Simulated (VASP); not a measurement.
Runs of VASP 6.6.1 on Hf. The structure is that of space group P6_3/mmc (No. 194), or close to it. The cells are those of the table. 

| cell | gap on the mesh (eV) | pressure (GPa) |
| --- | --- | --- |
| a = 3.118, b = 3.118, c = 4.946 Å, angles 90.0, 90.0, 120.0°, 2 atoms | none | 0.1 |
| a = 3.110, b = 3.110, c = 4.935 Å, angles 90.0, 90.0, 120.0°, 2 atoms | none | 1.1 |
| a = 3.004, b = 3.004, c = 4.801 Å, angles 90.0, 90.0, 120.0°, 2 atoms | none | (b) |
| a = 3.060, b = 3.060, c = 4.870 Å, angles 90.0, 90.0, 120.0°, 2 atoms | none | 7.1 |
| a = 3.038, b = 3.038, c = 4.842 Å, angles 90.0, 90.0, 120.0°, 2 atoms | none | (a) |

Alike in all rows: task single point; level LDA; potentials or basis VASP PAW LDA potentials, release 64 (Hf_pv); no spin polarisation; k mesh 18 × 18 × 10; cutoff (eV) 520; smearing fermi-dirac 0.05 eV.

**Question.** Fill in the values left out.

**Answer.** (a) 10.1; (b) 15.2.

Caveats: spin-orbit coupling is left out, which moves the levels of the heavy elements.

A k mesh can miss the band edges, and the runs leave out spin-orbit coupling on Hf.

A gap of «none» marks levels without a gap at the run's occupations.
